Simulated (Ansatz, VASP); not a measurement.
**ZnInCl4: VASP beside Ansatz**

INCAR

```
PREC = Accurate
ENCUT = 600
EDIFF = 1E-6
ISMEAR = 0
SIGMA = 0.1
LREAL = False
LASPH = True
NELM = 60
ALGO = Normal
ISIF = 3
LWAVE = False
LCHARG = False
GGA = PE
IBRION = 2
NSW = 100
EDIFFG = -0.01
```

Contents of KPOINTS:

```
regular mesh
0
Gamma
  8 8 6
```

POSCAR

```
ZnInCl4
1.0
    4.6107183665      0.0000000000      0.0000000000
    0.0000000000      4.6107183665      0.0000000000
    0.0000000000      0.0000000000      6.6769197616
Zn In Cl
1 1 4
Direct
    0.5000000000      0.5000000000      0.5000000000
    0.0000000000      0.0000000000      0.0000000000
    0.5000000000      0.0000000000      0.2668537324
    0.0000000000      0.5000000000      0.7331462676
    0.5000000000      0.0000000000      0.7331462676
    0.0000000000      0.5000000000      0.2668537324
```

Input for Ansatz:

```yaml
crystal:
  lattice:
    - [4.6107183665, 0.0, 0.0]
    - [0.0, 4.6107183665, 0.0]
    - [0.0, 0.0, 6.6769197616]
  atoms:
    - { symbol: Zn, position: [0.5, 0.5, 0.5] }
    - { symbol: In, position: [0.0, 0.0, 0.0] }
    - { symbol: Cl, position: [0.5, 0.0, 0.2668537324] }
    - { symbol: Cl, position: [0.0, 0.5, 0.7331462676] }
    - { symbol: Cl, position: [0.5, 0.0, 0.7331462676] }
    - { symbol: Cl, position: [0.0, 0.5, 0.2668537324] }
basis:
  ecutwfc: 420
kpoints:
  mp_grid: { grid: [8, 8, 6] }
hamiltonian:
  xc: pbe
scf:
  occupations: { method: gaussian, width: 0.1 }
output:
  forces: true
  stress: true
  eigenvalues: true
  write_density: true
  write_potential: true
  elf: true
  volumetric_format: npy
relax:
  adjacent_minimum: "off"
  f_tol: 0.01
  max_steps: 80
  cell: { stress_tol: 0.05 }
```

Alike in both runs: task relaxation of cell and atoms; functional PBE; k mesh 8 × 8 × 6; occupations gaussian, width 0.1 eV; no spin polarisation.

```csv
,VASP,Ansatz
version,VASP 6.6.1,Ansatz 0.2.0
potentials or method,"VASP PAW PBE potentials, release 64 (Zn, In_d, Cl), cutoff 600 eV","scalar-relativistic, plane waves, PAW"
valence electrons in the cell,53,53
```

```csv
,VASP,Ansatz,Ansatz less VASP
"gap on the k mesh at the Fermi level, each at its own relaxed structure (eV)",none,none,-
relaxed volume (Å³/atom),23.66,23.66,0.000
relaxed length of the cell vector where the two differ most in proportion (Å),4.611,4.611,0.0000
```

A gap of «none» marks a metal or a gap that the smearing closes.

Noted on VASP's run: the relaxation stopped at its first step, so nothing moved.
